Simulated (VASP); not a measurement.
# Bi3O: single point with PBE

Bi3O:

```xyz
8
Lattice="4.0270 0.0000 0.0000 0.0000 4.0270 0.0000 0.0000 0.0000 12.8880" Properties=species:S:1:pos:R:3 pbc="T T T"
Bi    2.0135    4.0270   11.6302
Bi    0.0000    2.0135    1.2578
Bi    2.0135    0.0000    7.7623
Bi    4.0270    2.0135    9.3256
Bi    4.0270    2.0135    5.1257
Bi    2.0135    0.0000    3.5624
O     2.0135    2.0135    0.0000
O     0.0000    4.0270    0.0000
```

* Program: VASP 6.6.1
* Task: single point
* Functional: PBE
* Potentials or basis: VASP PAW PBE potentials, release 64 (Bi_d, O)
* Cutoff: 520 eV
* k mesh: 6 × 6 × 2
* Occupations: gaussian, width 0.2 eV
* Spin: no spin polarisation

| Property | Result |
| --- | --- |
| Pressure | 0.0 GPa |
| Largest force | 0.053 eV/Å |
| Band gap on the k mesh | zero (bands 51 and 52 overlap by 2.31 eV) |

Forces in eV/Å, atoms in the order of the input:
```
Bi   0.000  0.000 -0.005
Bi   0.000  0.000  0.005
Bi   0.000  0.000 -0.053
Bi   0.000  0.000  0.011
Bi   0.000  0.000  0.053
Bi   0.000  0.000 -0.011
O    0.000  0.000  0.000
O    0.000  0.000  0.000
```

Stress tensor (GPa, compression positive):
```
 0.11  0.00  0.00
 0.00  0.11  0.00
 0.00  0.00 -0.20
```

Levels at points of the mesh, in eV from the Fermi level:
```
           k point  band 49  band 50  band 51  band 52  band 53  band 54
(0.00, 0.00, 0.00)    -1.06    -1.06    -1.05     0.58     1.46     1.69
(0.50, 0.00, 0.00)     0.25     0.25     0.94     0.94     1.16     1.16
(0.50, 0.50, 0.00)    -1.41    -1.41    -1.37    -1.37     0.12     0.12
(0.00, 0.00, 0.50)    -1.36    -0.95    -0.95     0.16     1.24     1.24
(0.50, 0.00, 0.50)     0.30     0.30     0.92     0.92     1.18     1.18
(0.50, 0.50, 0.50)    -1.23    -1.23    -0.65    -0.65    -0.41    -0.41
```

It took 2.5 min on 1 thread of Intel(R) Xeon(R) 6975P-C (Granite Rapids), on a shared host, peak memory 0.38 GiB.

Caveat: spin-orbit coupling is left out, which moves the levels of the heavy elements.
